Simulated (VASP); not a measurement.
# C (Cmmm) in VASP: further runs, part 2 of 2

VASP 6.6.1.

### 4 Single point, PBE, collinear spin

This run uses another cell than the first one: it holds 3 atoms, not 6.

File INCAR:

```
PREC = Accurate
ENCUT = 520
EDIFF = 1E-6
ISMEAR = 0
SIGMA = 0.1
LREAL = False
LASPH = True
NELM = 150
ALGO = Normal
ISIF = 2
LWAVE = False
LCHARG = True
ISPIN = 2
MAGMOM = 1 1 1
LORBIT = 11
GGA = PE
LELF = True
LVHAR = True
NBANDS = 17
```

File KPOINTS:

```
regular mesh
0
Gamma
  8 8 6
```

File POSCAR:

```
C
1.0
    1.4084837219     -2.5890491932      0.0000000000
    1.4084837219      2.5890491932      0.0000000000
    0.0000000000      0.0000000000      2.6386440106
C
3
Direct
    0.0000000000      0.5000000000      0.0000000000
    0.5000000000      0.0000000000      0.0000000000
    0.5000000000      0.5000000000      0.5000000000
```

Potentials or basis: VASP PAW PBE potentials, release 64 (C).

Started as:

```bash
$ cat potpaw_PBE.64/C/POTCAR > POTCAR
$ mpirun -np 1 vasp_std > vasp.out
```

OUTCAR:

```text
PREC = Accurate
   ENCUT = 520
   EDIFF = 1E-6
   ISMEAR = 0
   LREAL = False
   LASPH = True
   NELM = 150
   ISIF = 2
   ISPIN = 2
   LORBIT = 11
   GGA = PE

 ion  position               nearest neighbor table
   1  0.000  0.500  0.000-   2 1.41   2 1.41   3 1.98   3 1.98   3 1.98   3 1.98
   2  0.500  0.000  0.000-   1 1.41   1 1.41   3 1.98   3 1.98   3 1.98   3 1.98
   3  0.500  0.500  0.500-   1 1.98   2 1.98   1 1.98   2 1.98   2 1.98   2 1.98   1 1.98   1 1.98

  LATTYP: Found a base centered orthorhombic cell.
 ALAT       =     2.8169674438
 B/A-ratio  =     1.8381818355
 C/A-ratio  =     0.9366966652

  Lattice vectors:

 A1 = (   1.4084837219,  -2.5890491932,   0.0000000000)
 A2 = (   1.4084837219,   2.5890491932,   0.0000000000)
 A3 = (   0.0000000000,   0.0000000000,   2.6386440106)

Analysis of symmetry for initial positions (statically):
=====================================================================
 Subroutine PRICEL returns:
[... 1163 lines left out ...]
 [... further k-points ...]

------------------------ aborting loop because EDIFF is reached ----------------------------------------

  FORCE on cell =-STRESS in cart. coord.  units (eV):
  Direction    XX          YY          ZZ          XY          YZ          ZX
  --------------------------------------------------------------------------------------
  -------------------------------------------------------------------------------------
  Total        0.0483284      0.0139886      0.0187569      0.0000000      0.0000000      0.0000000
  in kB        4.0235555      1.1646122      1.5615991      0.0000000      0.0000000      0.0000000
  external PRESSURE =       2.2499223 kB  Pullay stress =       0.0000000 kB

 VOLUME and BASIS-vectors are now :
 -----------------------------------------------------------------------------
  energy-cutoff  :      520.00
  volume of cell :       19.24
      direct lattice vectors                 reciprocal lattice vectors
     1.408483722 -2.589049193  0.000000000     0.354991678 -0.193121089  0.000000000
     1.408483722  2.589049193  0.000000000     0.354991678  0.193121089  0.000000000
     0.000000000  0.000000000  2.638644011     0.000000000  0.000000000  0.378982536

 POSITION                                       TOTAL-FORCE (eV/Angst)
 -----------------------------------------------------------------------------------
      0.70424      1.29452      0.00000         0.000000      0.000000      0.000000
      0.70424     -1.29452      0.00000        -0.000000     -0.000000      0.000000
      1.40848      0.00000      1.31932         0.000000     -0.000000      0.000000
 -----------------------------------------------------------------------------------
    total drift:                               -0.000000      0.000000     -0.000000

  FREE ENERGIE OF THE ION-ELECTRON SYSTEM (eV)
  ---------------------------------------------------
  free  energy   TOTEN  =       -18.9275865869 eV

  energy  without entropy=      -18.9220607627  energy(sigma->0) =      -18.92482367

 total charge

# of ion       s       p       d       tot
------------------------------------------
    1        0.848   1.593   0.000   2.441
    2        0.848   1.593   0.000   2.441
    3        0.946   1.256   0.000   2.201
--------------------------------------------------
tot          2.641   4.442   0.000   7.083

 magnetization (x)

# of ion       s       p       d       tot
------------------------------------------
    1        0.000   0.000   0.000   0.000
    2        0.000   0.000   0.000   0.000
    3        0.000   0.000   0.000   0.000
--------------------------------------------------
tot          0.000   0.000   0.000   0.000
```

stdout:

```text
POSCAR found type information on POSCAR C
 POSCAR found :  1 types and       3 ions
 scaLAPACK will be used
 LDA part: xc-table for (Slater+PW92), standard interpolation
 POSCAR, INCAR and KPOINTS ok, starting setup
 FFT: planning ... GRIDC
 FFT: planning ... GRID_SOFT
 FFT: planning ... GRID
 WAVECAR not read
 entering main loop
```

It took 61 s on 1 thread of Intel Xeon 8259CL, shared host; peak memory 0.16 GiB.

What came out:

```
Free energy                                           : -18.9276 eV
Pressure                                              : 0.2 GPa
Band gap on the k mesh                                : zero (filled and empty bands overlap)
Net moment                                            : 0.00 μB per cell
Valence electrons inside the program's atomic spheres : C 2.44, 2.20 (each value once)
```

Stress tensor (GPa, compression positive):
```
0.40 0.00 0.00
0.00 0.12 0.00
0.00 0.00 0.16
```

Caveat: the k points lie up to 0.40 Å⁻¹ apart, too coarse for converged energies and pressures of a metal.

### 5 Single point, PBE

This run uses another cell than the first one: it holds 3 atoms, not 6.

File INCAR:

```
ALGO = Normal
EDIFF = 1E-6
ENCUT = 520
GGA = PE
ISIF = 2
ISMEAR = 0
LASPH = True
LCHARG = False
LREAL = False
LWAVE = False
NBANDS = 13
NELM = 80
PREC = Accurate
SIGMA = 0.1
```

File KPOINTS:

```
k-points
0
Gamma
  18 18 18
```

File POSCAR:

```
C
1.0
    1.4073524930     -2.5898842786      0.0000000000
    1.4073524930      2.5898842786      0.0000000000
    0.0000000000      0.0000000000      2.6539042501
C
3
Direct
    0.0000000000      0.5000000000      0.0000000000
    0.5000000000      0.0000000000      0.0000000000
    0.5000000000      0.5000000000      0.5000000000
```

Started as:

```bash
$ cat potpaw_PBE.64/C/POTCAR > POTCAR
$ mpirun -np 1 vasp_std > vasp.out
```

Run time: 3.9 min. Hardware: 1 thread of Intel Xeon 8259CL, shared host; peak memory 0.27 GiB.

It converged, with:

```yaml
Free_energy: -18.9375 eV
Pressure: 0.2 GPa
Band_gap_on_the_k_mesh: zero (bands 6 and 7 overlap by 3.29 eV)
```

Stress tensor (GPa, compression positive):
```
0.43 0.00 0.00
0.00 0.08 0.00
0.00 0.00 0.09
```

Levels at points of the mesh, in eV from the Fermi level:
```
           k point  band 3  band 4  band 5  band 6  band 7  band 8  band 9  band 10
(0.00, 0.00, 0.00)   -6.46   -5.57   -4.50   -1.35    1.72    5.96    6.31     7.73
(0.50, 0.00, 0.00)   -7.65   -6.29   -2.70   -0.17    0.92    2.38    5.75     6.62
(0.50, 0.50, 0.00)  -10.48   -3.88   -3.79    0.45    1.41    1.79    7.06     7.40
(0.00, 0.00, 0.50)   -9.82   -3.41   -0.03    1.34    1.75    1.77    4.00     4.07
(0.50, 0.00, 0.50)  -11.00   -8.34   -4.84   -2.49   -0.98    0.69    7.65     8.57
(0.50, 0.50, 0.50)  -11.11   -9.61   -9.48   -1.46    1.45    7.87    7.96     8.13
```

### 6 Overview

| spin | cell | k mesh | smearing | gap on the mesh (eV) | pressure (GPa) | moment (μB) |
| --- | --- | --- | --- | --- | --- | --- |
| off | a = 2.815, b = 2.948, c = 5.308 Å, angles 90.0, 90.0, 118.5°, 6 atoms, atomic positions A | 8 × 8 × 4 | gaussian 0.2 eV | none | 0.4 | - |
| collinear | a = 2.572, b = 2.572, c = 2.715 Å, angles 90.0, 90.0, 115.5°, 3 atoms, atomic positions B | 8 × 8 × 6 | gaussian 0.1 eV | none | 63.8 | 0.00 |
| collinear | a = 2.947, b = 2.947, c = 2.639 Å, angles 90.0, 90.0, 122.9°, 3 atoms, atomic positions B | 8 × 8 × 6 | gaussian 0.1 eV | none | 0.2 | 0.00 |
| off | a = 2.948, b = 2.948, c = 2.654 Å, angles 90.0, 90.0, 123.0°, 3 atoms, atomic positions B | 18 × 18 × 18 | gaussian 0.1 eV | none | 0.2 | - |

Alike in all rows: task single point; level PBE; potentials or basis VASP PAW PBE potentials, release 64 (C); cutoff (eV) 520.

Caveats: some runs use coarse meshes.

Total energies depend on the potentials used, so only differences within one code and one set of settings carry meaning.
